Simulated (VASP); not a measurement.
Runs of VASP 6.6.1 on MgS. The structure is that of space group Fm-3m (No. 225), or close to it. The cells are those of the table. 

```tsv
level	cell	k mesh	smearing	grid for exact exchange (PRECFOCK)	share of exact exchange	screening parameter	gap on the mesh (eV)	pressure (GPa)
HSE06	a = 3.679, b = 3.716, c = 3.716 Å, angles 59.3, 60.3, 60.3°, 2 atoms	6 × 6 × 6	gaussian 0.01 eV	Normal	0.25	0.2079 1/Å	3.61	-2.1
r2SCAN	a = 3.557 Å, angles 62.3°, 2 atoms	8 × 8 × 8	gaussian 0.01 eV	-	-	-	3.16	4.1
r2SCAN	a = 3.679, b = 3.716, c = 3.716 Å, angles 59.3, 60.3, 60.3°, 2 atoms	8 × 8 × 8	gaussian 0.01 eV	-	-	-	(c)	-1.9
HSE06	a = 3.611, b = 3.611, c = 3.542 Å, angles 60.6, 60.6, 58.7°, 2 atoms	6 × 6 × 6	gaussian 0.01 eV	Normal	0.25	0.2079 1/Å	(b)	(a)
PBE	a = 3.679, b = 3.716, c = 3.716 Å, angles 59.3, 60.3, 60.3°, 2 atoms	8 × 8 × 8	fermi-dirac 0.02 eV	-	-	-	2.65	-0.6
```

Alike in all rows: task single point; potentials or basis VASP PAW PBE potentials, release 64 (Mg, S); no spin polarisation; cutoff (eV) 520.

Problem. Fill in the values left out.

Solution. (a) 6.5; (b) 3.75; (c) 3.30.

Caveats: the PAW data sets were made with another functional, which shifts forces and pressure a little (at least some runs); the cell stands under pressure (at least some runs).

A k mesh can miss the band edges.
